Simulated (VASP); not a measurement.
CsCl:

```
Cs Cl
1.0
     4.09712    0.00000    0.00000
     0.00000    4.13683    0.00000
     0.00000    0.00000    4.13683
Cs Cl
1 1
Direct
  0.00000 0.00000 0.00000
  0.50000 0.50000 0.50000
```

This cell differs from its parent crystal: uniaxial x strain -1.0%.

Program: VASP 6.6.1. Alike in all runs: task single point; potentials or basis VASP PAW PBE potentials, release 64 (Cs_sv, Cl); no spin polarisation; cell as given.

**Question.** Order these runs on this cell by their band gap on the k mesh, lowest first.
A. level HSE06; k mesh 4 × 4 × 4; cutoff (eV) 400; smearing gaussian 0.01 eV; grid for exact exchange (PRECFOCK) Normal; screening parameter 0.2079 1/Å
B. level r2SCAN; k mesh 6 × 6 × 6; cutoff (eV) 550; smearing gaussian 0.01 eV
C. level PBE; k mesh 6 × 6 × 6; cutoff (eV) 500; smearing fermi-dirac 0.02 eV

**Answer.** C (5.24 eV), B (5.87 eV), A (6.55 eV).

Caveats: spin-orbit coupling is left out, which moves the levels of the heavy elements.

A k mesh can miss the band edges.
